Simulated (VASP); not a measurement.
# LiH (Fm-3m) in VASP: a series of runs

The runs below take LiH through single point, with PBE.

All numbers are computed with VASP 6.6.1; they aren't measurements. Logs are shortened: lines on timing, memory, paths and dates and some standing lists are left out, and cuts for length are marked.

## Step 1: The cell of the first run

It takes space group Fm-3m (No. 225, cubic). The conventional cell has a = 4.035 Å, b = 4.035 Å, c = 4.035 Å, α = 90.00°, β = 90.00°, γ = 90.00°. Li (site symmetry m-3m) has 6 H at 2.02 Å within 2.7 Å. H (site symmetry m-3m) has 6 Li at 2.02 Å within 2.7 Å.

## Step 2: Single point, PBE (8.21 Å³/atom)

Input file INCAR:

```
SYSTEM = LiH
ALGO = Normal ; EDIFF = 1E-7
ENCUT = 520 ; GGA = PE
ISIF = 2 ; ISMEAR = 0
LASPH = .True. ; LCHARG = .True.
LELF = .True. ; LREAL = .False.
LVHAR = .True. ; LWAVE = .False.
NBANDS = 9 ; NELM = 80
PREC = Accurate ; SIGMA = 0.05
```

Input file KPOINTS:

```
k-points
0
Gamma
  14 14 14
  0 0 0
```

Input file POSCAR:

```
LiH
1.0
    0.0000000000      2.0175165554      2.0175165554
    2.0175165554      0.0000000000      2.0175165554
    2.0175165554      2.0175165554      0.0000000000
Li H
1 1
Direct
    0.0000000000      0.0000000000      0.0000000000
    0.5000000000      0.5000000000      0.5000000000
```

Potentials or basis: VASP PAW PBE potentials, release 64 (Li_sv, H).

Run with:

```
$ cat potpaw_PBE.64/Li_sv/POTCAR potpaw_PBE.64/H/POTCAR > POTCAR
$ mpirun -np 1 vasp_std > vasp.out
```

OUTCAR:

```text
SYSTEM = LiH
   EDIFF = 1E-7
   ENCUT = 520
   GGA = PE
   ISIF = 2
   ISMEAR = 0
   LASPH = .True.
   LREAL = .False.
   NELM = 80
   PREC = Accurate

 ion  position               nearest neighbor table
   1  0.000  0.000  0.000-
   2  0.500  0.500  0.500-

  LATTYP: Found a face centered cubic cell.
 ALAT       =     4.0350331108

  Lattice vectors:

 A1 = (   0.0000000000,   2.0175165554,   2.0175165554)
 A2 = (   2.0175165554,   0.0000000000,   2.0175165554)
 A3 = (   2.0175165554,   2.0175165554,   0.0000000000)

Analysis of symmetry for initial positions (statically):
=====================================================================
 Subroutine PRICEL returns:
 Original cell was already a primitive cell.

 Routine SETGRP: Setting up the symmetry group for a
 face centered cubic supercell.

 Subroutine GETGRP returns: Found 48 space group operations
 (whereof 48 operations were pure point group operations)
 out of a pool of 48 trial point group operations.

The static configuration has the point symmetry O_h .

Analysis of symmetry for dynamics (positions and initial velocities):
=====================================================================
 Subroutine PRICEL returns:
 Original cell was already a primitive cell.

 Routine SETGRP: Setting up the symmetry group for a
 face centered cubic supercell.

 Subroutine GETGRP returns: Found 48 space group operations
 (whereof 48 operations were pure point group operations)
 out of a pool of 48 trial point group operations.

The dynamic configuration has the point symmetry O_h .

 Subroutine INISYM returns: Found 48 space group operations
 (whereof 48 operations are pure point group operations),
 and found     1 'primitive' translations

----------------------------------------------------------------------------------------

                                     Primitive cell

  volume of cell :      16.4241

  direct lattice vectors                    reciprocal lattice vectors
     0.000000000  2.017516555  2.017516555    -0.247829441  0.247829441  0.247829441
     2.017516555  0.000000000  2.017516555     0.247829441 -0.247829441  0.247829441
     2.017516555  2.017516555  0.000000000     0.247829441  0.247829441 -0.247829441

  length of vectors
     2.853199275  2.853199275  2.853199275     0.429253183  0.429253183  0.429253183

  position of ions in fractional coordinates (direct lattice)
     0.000000000  0.000000000  0.000000000
     0.500000000  0.500000000  0.500000000

  ion indices of the primitive-cell ions
   primitive index   ion index
                 1           1
                 2           2

----------------------------------------------------------------------------------------

 KPOINTS: k-points

Automatic generation of k-mesh.
 Grid dimensions read from file:
 generate k-points for:   14   14   14

 Generating k-lattice:

  Cartesian coordinates                     Fractional coordinates (reciprocal lattice)
    -0.017702103  0.017702103  0.017702103     0.071428571  0.000000000  0.000000000
     0.017702103 -0.017702103  0.017702103     0.000000000  0.071428571  0.000000000
     0.017702103  0.017702103 -0.017702103     0.000000000  0.000000000  0.071428571

  Length of vectors
     0.030660942  0.030660942  0.030660942

  Shift w.r.t. Gamma in fractional coordinates (k-lattice)
     0.000000000  0.000000000  0.000000000

 Subroutine IBZKPT returns following result:
 ===========================================

 Found    104 irreducible k-points:

 Following reciprocal coordinates:
            Coordinates               Weight
  0.000000  0.000000  0.000000      1.000000
  0.071429  0.000000  0.000000      8.000000
  0.142857  0.000000  0.000000      8.000000
  0.214286  0.000000  0.000000      8.000000
  0.285714  0.000000  0.000000      8.000000
  0.357143  0.000000  0.000000      8.000000
[... 16 lines left out ...]
  0.214286  0.142857  0.000000     24.000000
  0.285714  0.142857  0.000000     24.000000
 [... further k-points ...]
   k-points           NKPTS =    104   k-points in BZ     NKDIM =    104   number of bands    NBANDS=      9
   number of dos      NEDOS =    301   number of ions     NIONS =      2
   total plane-waves  NPLWV =  13824
   dimension x,y,z NGX =    24 NGY =   24 NGZ =   24
   dimension x,y,z NGXF=    48 NGYF=   48 NGZF=   48
   ions per type =               1   1
   NGX,Y,Z   is equivalent  to a cutoff of  13.98, 13.98, 13.98 a.u.
   NGXF,Y,Z  is equivalent  to a cutoff of  27.97, 27.97, 27.97 a.u.
 SYSTEM =  LiH
   PREC   = accura    normal or accurate (medium, high low for compatibility)
   ISTART =      0    job   : 0-new  1-cont  2-samecut
   ICHARG =      2    charge: 1-file 2-atom 10-const
   ISPIN  =      1    spin polarized calculation?
   LNONCOLLINEAR =      F non collinear calculations
   LSORBIT =      F    spin-orbit coupling
   LASPH  =      T    aspherical Exc in radial PAW
   ENCUT  =  520.0 eV  38.22 Ry    6.18 a.u.   5.31  5.31  5.31*2*pi/ulx,y,z
   NELM   =     80;   NELMIN=  2; NELMDL= -5     # of ELM steps
   EDIFF  = 0.1E-06   stopping-criterion for ELM
   LREAL  =      F    real-space projection
   EDIFFG = 0.1E-05   stopping-criterion for IOM
   NSW    =      0    number of steps for IOM
   IBRION =     -1    ionic relax: 0-MD 1-quasi-New 2-CG
   NFREE  =      0    steps in history (QN), initial steepest desc. (CG)
   ISIF   =      2    stress and relaxation
   ISYM   =      2    0-nonsym 1-usesym 2-fastsym
   POTIM  = 0.5000    time-step for ionic-motion
   TEBEG  =    0.0;   TEEND  =   0.0 temperature during run
   PSTRESS=    0.0 pullay stress
   NELECT =       4.0000    total number of electrons
   NUPDOWN=      -1.0000    fix difference up-down
   EMIN   =  10.00;   EMAX   =-10.00  energy-range for DOS
   EFERMI =   0.00;   METHOD = LEGACY
   ISMEAR =     0;   SIGMA  =   0.05  broadening in eV -4-tet -1-fermi 0-gaus
   EFERMI_NEDOS =   21; number of points for ismear=-14 and -15
   IALGO  =     38    algorithm
   IMIX   =      4    mixing-type and parameters
     AMIX     =   0.40;   BMIX     =  1.00
     AMIX_MAG =   1.60;   BMIX_MAG =  1.00
  volume/ion in A,a.u.               =       8.21        55.42
  Fermi-wavevector in a.u.,A,eV,Ry     =   1.022353  1.931968 14.220898  1.045207
  Thomas-Fermi vector in A             =   2.156028
   LORBIT       =      0    0 simple, 1 ext, 2 COOP (PROOUT), +10 PAW based schemes
   GGA     = PE    functional components
   LHFCALC =     F    Hartree Fock is set to
   AEXX    =    0.0000 exact exchange contribution
   IVDW    =     0    specifies the selected vdW correction
   LEPSILON=     F    determine dielectric tensor
   LRPA    =     F    only Hartree local field effects (RPA)
 non-spin polarized calculation
 Gauss-broadening in eV      SIGMA  =   0.05
  energy-cutoff  :      520.00
  volume of cell :       16.42
 maximum number of plane-waves:       459
 NGX is ok and might be reduce to    24
   NGX = 11   NGY = 11   NGZ = 11

 number of electron       3.9999995 magnetization

 Free energy of the ion-electron system (eV)
  ---------------------------------------------------
  ext. energy  EPLUGINS =         0.00000000
  ---------------------------------------------------
  free energy    TOTEN  =        -6.12630280 eV

  energy without entropy =       -6.12630280  energy(sigma->0) =       -6.12630280

 E-fermi :   0.2841     XC(G=0):  -8.4482

 val. band max:       -0.0001968189   @ k =   0.5000   0.5000   0.0000
 cond. band min:       2.9931837233   @ k =   0.5000   0.5000   0.0000
 fundamental gap:      2.9933805422
 Fermi energy:         0.2840564061

 k-point     1 :       0.0000    0.0000    0.0000
  band No.  band energies     occupation
      1     -44.3101      2.00000
      2      -5.3583      2.00000
      3      15.8313      0.00000
      4      17.6901      0.00000
      5      17.6901      0.00000
      6      17.6901      0.00000
      7      22.3693      0.00000
      8      22.3693      0.00000
      9      22.3693      0.00000

 k-point     2 :       0.0714    0.0000    0.0000
  band No.  band energies     occupation
      1     -44.3079      2.00000
      2      -5.2684      2.00000
      3      15.1060      0.00000
      4      17.0785      0.00000
      5      17.4766      0.00000
      6      17.4766      0.00000
      7      21.8099      0.00000
      8      22.8208      0.00000
      9      22.8208      0.00000

 k-point     3 :       0.1429    0.0000    0.0000
  band No.  band energies     occupation
      1     -44.3020      2.00000
      2      -5.0023      2.00000
      3      13.1238      0.00000
      4      16.1194      0.00000
      5      17.0333      0.00000
      6      17.0333      0.00000
      7      22.0324      0.00000
      8      23.6927      0.00000
      9      23.6927      0.00000

 k-point     4 :       0.2143    0.0000    0.0000
  band No.  band energies     occupation
      1     -44.2934      2.00000
      2      -4.5714      2.00000
      3      10.7625      0.00000
      4      15.2578      0.00000
      5      16.6196      0.00000
      6      16.6196      0.00000
      7      22.6768      0.00000
      8      22.6768      0.00000
      9      22.8108      0.00000
[... 205 lines left out ...]
 k-point    22 :       0.1429    0.1429    0.0000
  band No.  band energies     occupation
      1     -44.2993      2.00000
      2      -4.8728      2.00000
      3      13.6425      0.00000
      4      15.0824      0.00000
      5      15.0824      0.00000
      6      18.4721      0.00000
      7      18.5382      0.00000
      8      24.2665      0.00000
      9      26.1526      0.00000

 k-point    23 :       0.2143    0.1429    0.0000
  band No.  band energies     occupation
      1     -44.2929      2.00000
      2      -4.5404      2.00000
      3      12.1170      0.00000
      4      14.0666      0.00000
      5      14.3783      0.00000
      6      18.0569      0.00000
      7      18.6551      0.00000
      8      23.9770      0.00000
      9      26.9177      0.00000

 k-point    24 :       0.2857    0.1429    0.0000
  band No.  band energies     occupation
      1     -44.2846      2.00000
      2      -4.0462      2.00000
      3       9.9860      0.00000
      4      13.0248      0.00000
      5      13.9152      0.00000
      6      17.4768      0.00000
      7      19.8443      0.00000
      8      23.5136      0.00000
      9      25.7787      0.00000

 [... further k-points ...]

------------------------ aborting loop because EDIFF is reached ----------------------------------------

  FORCE on cell =-STRESS in cart. coord.  units (eV):
  Direction    XX          YY          ZZ          XY          YZ          ZX
  --------------------------------------------------------------------------------------
  -------------------------------------------------------------------------------------
  Total       -0.0991581     -0.0991581     -0.0991581      0.0000000      0.0000000      0.0000000
  in kB       -9.6729164     -9.6729164     -9.6729164      0.0000000      0.0000000      0.0000000
  external PRESSURE =      -9.6729164 kB  Pullay stress =       0.0000000 kB

 VOLUME and BASIS-vectors are now :
 -----------------------------------------------------------------------------
  energy-cutoff  :      520.00
  volume of cell :       16.42
      direct lattice vectors                 reciprocal lattice vectors
     0.000000000  2.017516555  2.017516555    -0.247829441  0.247829441  0.247829441
     2.017516555  0.000000000  2.017516555     0.247829441 -0.247829441  0.247829441
     2.017516555  2.017516555  0.000000000     0.247829441  0.247829441 -0.247829441

 POSITION                                       TOTAL-FORCE (eV/Angst)
 -----------------------------------------------------------------------------------
      0.00000      0.00000      0.00000         0.000000      0.000000     -0.000000
      2.01752      2.01752      2.01752        -0.000000     -0.000000      0.000000
 -----------------------------------------------------------------------------------
    total drift:                                0.000000     -0.000000     -0.000000

  FREE ENERGIE OF THE ION-ELECTRON SYSTEM (eV)
  ---------------------------------------------------
  free  energy   TOTEN  =        -6.1263028023 eV

  energy  without entropy=       -6.1263028023  energy(sigma->0) =       -6.12630280
```

Run time: 18 s. Hardware: 1 thread of Intel Xeon 8259CL, shared host; peak memory 0.14 GiB.

Results:

| Property | Result |
| --- | --- |
| Free energy | -6.1263 eV |
| Band gap on the k mesh | 2.99 eV |

Caveat: the cutoff is under 1.25 times the usual one of these potentials, so pressure, stress and relaxed cells hold a basis-set (Pulay) error. As with any semilocal functional, this PBE gap is likely too small.

## Step 3: Single point, PBE (8.37 Å³/atom)

This run uses another cell than the first one, of 8.37 Å³/atom.

Input file INCAR:

```
SYSTEM = LiH
PREC = Accurate
ENCUT = 520
EDIFF = 1E-7
ISMEAR = 0
SIGMA = 0.05
LREAL = .False.
LASPH = .True.
NELM = 80
ALGO = Normal
ISIF = 2
LWAVE = .False.
LCHARG = .True.
GGA = PE
LELF = .True.
LVHAR = .True.
NBANDS = 9
```

Input file KPOINTS:

```
Automatic mesh
0
Gamma
  14 14 14
  0 0 0
```

Input file POSCAR:

```
LiH
1.0
    0.0000000000      2.0306176794      2.0306176794
    2.0306176794      0.0000000000      2.0306176794
    2.0306176794      2.0306176794      0.0000000000
Li H
1 1
Direct
    0.0000000000      0.0000000000      0.0000000000
    0.5000000000      0.5000000000      0.5000000000
```

Potentials or basis: VASP PAW PBE potentials, release 64 (Li_sv, H).

Run with:

```
$ cat potpaw_PBE.64/Li_sv/POTCAR potpaw_PBE.64/H/POTCAR > POTCAR
$ mpirun -np 1 vasp_std > vasp.out
```

It took 23 s on 1 thread of Intel Xeon 8259CL, shared host; peak memory 0.14 GiB.

Results (log left out):

| Quantity | Value |
| --- | --- |
| Free energy | -6.1242 eV |
| Band gap on the k mesh | 3.01 eV |

Levels at points of the mesh, in eV from the valence-band top:
```tsv
k point	band 1	band 2	band 3	band 4	band 5
(0.00, 0.00, 0.00)	-44.33	-5.28	15.59	17.50	17.50
(0.50, 0.00, 0.00)	-44.29	-2.52	4.83	13.33	16.15
(0.50, 0.50, 0.00)	-44.28	0.00	3.01	10.62	10.62
```

Caveat: the cutoff is under 1.25 times the usual one of these potentials, so pressure, stress and relaxed cells hold a basis-set (Pulay) error.
